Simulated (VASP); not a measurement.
Wanted: the native input for a VASP 6.6.1 run.

```
Task                   : single point
Functional             : PBE
Potentials or basis    : VASP PAW PBE potentials, release 64 (Mg, O)
Cutoff                 : 520 eV
k mesh                 : 9 × 9 × 6
Occupations            : gaussian, width 0.05 eV
Spin                   : no spin polarisation
Dipole correction      : no
Further INCAR settings : ALGO = Normal; EDIFF = 1e-06; NBANDS = 16
```

The structure of MgO lies in POSCAR:

```
MgO
1.0
    3.4772157108      0.0000000000      0.0000000000
   -1.7386078554      3.0113571399      0.0000000000
    0.0000000000      0.0000000000      4.6556441151
Mg O
2 2
Direct
    0.3333333333      0.6666666667      0.0258441501
    0.6666666667      0.3333333333      0.5258441501
    0.3333333333      0.6666666667      0.3982811987
    0.6666666667      0.3333333333      0.8982811987
```

This cell differs from its parent crystal: atoms shifted along a free coordinate, c/a of the conventional cell at fixed volume 1.3389.

These files were run (other wordings do the same):

INCAR

```
SYSTEM = MgO
PREC = Accurate
ENCUT = 520
EDIFF = 1E-6
ISMEAR = 0
SIGMA = 0.05
LREAL = .False.
LASPH = .True.
NELM = 60
ALGO = Normal
ISIF = 2
LWAVE = .False.
LCHARG = .True.
GGA = PE
LELF = .True.
LVHAR = .True.
NBANDS = 16
```

KPOINTS

```
regular mesh
0
Gamma
  9 9 6
  0 0 0
```

Potentials or basis: VASP PAW PBE potentials, release 64 (Mg, O).

Launch:

```console
$ cat potpaw_PBE.64/Mg/POTCAR potpaw_PBE.64/O/POTCAR > POTCAR
$ mpirun -np 1 vasp_std > vasp.out
```

It gave:

```json
{"Pressure": "7.9 GPa", "Largest force": "4.061 eV/Å", "Band gap on the k mesh": "3.29 eV"}
```

Caveat: the cell stands under pressure; an odd mesh through Γ misses points on the zone boundary, where band edges can lie; forces of over 1 eV/Å act on the atoms, so gaps and moduli don't describe the material at rest.

Run time: 52 s on 1 thread of Intel Xeon 8259CL, with other jobs on the host, peak memory 0.19 GiB.
